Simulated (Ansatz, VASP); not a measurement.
## One calculation of InCuO, two programs

```
In Cu O
1.0
     3.45909    0.00000    0.00000
    -1.72954    2.99566    0.00000
     0.00000    0.00000    4.49145
In Cu O
1 1 1
Direct
  0.00000 0.00000 0.00000
  0.66667 0.33333 0.50000
  0.33333 0.66667 0.50000
```

Change from the starting cell: species swapped into the DyAlGa type (P-6m2, No. 187).

Alike in both runs: functional PBE; k mesh 18 × 18 × 10; occupations gaussian, width 0.1 eV; no spin polarisation.

Ansatz relaxed the structure, and its values are those at the end. VASP's run is a single point on that final structure, the one shown.

|  | VASP | Ansatz |
| --- | --- | --- |
| version | VASP 6.6.1 | Ansatz 0.2.0 |
| potentials or method | VASP PAW PBE potentials, release 64 (In_d, Cu, O), cutoff 520 eV | scalar-relativistic, plane waves, PAW |
| valence electrons in the cell | 30 | 38 |

Ansatz gave:

| Quantity | Value |
| --- | --- |
| gap on the k mesh at the Fermi level (eV) | none |
| pressure (GPa) | 0.0 |

Problem. What did VASP give for the same quantities?

Solution. gap on the k mesh at the Fermi level (eV): none; pressure (GPa): 0.1.

A gap of «none» marks a metal or a gap that the smearing closes. The functional is the same, so the differences come from potentials, cutoffs and numerics. VASP's potentials hold 30 valence electrons a cell and Ansatz's 38, so a difference there can come from the potentials and not from the codes.
